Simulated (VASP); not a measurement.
Runs of VASP 6.6.1 on NaTaO2. The structure is that of space group I4/mmm (No. 139), or close to it. The cells are those of the table. The cell was generated, and may not be a known phase.

| task | spin | cell | k mesh | cutoff (eV) | gap on the mesh (eV) | pressure (GPa) | moment (μB) |
| --- | --- | --- | --- | --- | --- | --- | --- |
| single point | collinear | a = 4.218 Å, angles 109.7, 109.7, 109.0°, 4 atoms | 6 × 6 × 6 | 520 | none | -11.3 | (a) |
| relaxation of cell and atoms | collinear | relaxed from a = 4.218 Å, angles 109.7, 109.7, 109.0°, 4 atoms | 6 × 6 × 6 | 600 | none | -0.1 | 0.20 |
| single point | off | a = 4.832 Å, angles 129.4, 129.4, 74.3°, 4 atoms | 16 × 16 × 16 | 520 | none | 0.5 | - |
| single point | collinear | a = 4.790 Å, angles 128.9, 128.9, 75.1°, 4 atoms | 6 × 6 × 6 | 520 | none | 0.5 | 0.17 |

Alike in all rows: level PBE; potentials or basis VASP PAW PBE potentials, release 64 (Na_pv, Ta_pv, O); smearing gaussian 0.1 eV.

Task: Estimate the missing entries.

Result: (a) 1.94.

Caveats: spin-orbit coupling is left out, which moves the levels of the heavy elements; a moment this small can come from the mesh or the smearing (at least some runs); the stress differs along the axes, from -45 to 56 GPa (at least some runs).

A k mesh can miss the band edges, and the runs leave out spin-orbit coupling on Ta.

A gap of «none» marks levels without a gap at the run's occupations.
